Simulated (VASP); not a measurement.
A run of VASP 6.6.1:

Contents of INCAR:

```
SYSTEM = Ti
ALGO = Normal
EDIFF = 1E-6
EDIFFG = -0.02
ENCUT = 600
GGA = PS
IBRION = 2
ISIF = 8
ISMEAR = 0
LASPH = .True.
LCHARG = .False.
LREAL = .False.
LWAVE = .False.
NELM = 80
NSW = 80
PREC = Accurate
SIGMA = 0.1
```

The input KPOINTS:

```
k-points
0
Gamma
  7 7 4
  0 0 0
```

File POSCAR:

```
Ti
1.0
    2.9500000000      0.0000000000      0.0000000000
   -1.4750000000      2.5547749412      0.0000000000
    0.0000000000      0.0000000000      4.6800000000
Ti
2
Direct
    0.3333330000      0.6666670000      0.2500000000
    0.6666670000      0.3333330000      0.7500000000
```

Potentials or basis: VASP PAW PBE potentials, release 64 (Ti_sv).

Run with:

```console
$ cat potpaw_PBE.64/Ti_sv/POTCAR > POTCAR
$ mpirun -np 1 vasp_std > vasp.out
```

Hardware: 1 thread of Intel Xeon 6975P-C, on a shared host.

Question: Estimate the wall time of this run.

Answer: Wall time 36 s on 1 thread of Intel Xeon 6975P-C (shared host), peak memory 0.17 GiB. Counts: scf iterations 34, k points 24, ion steps 3.
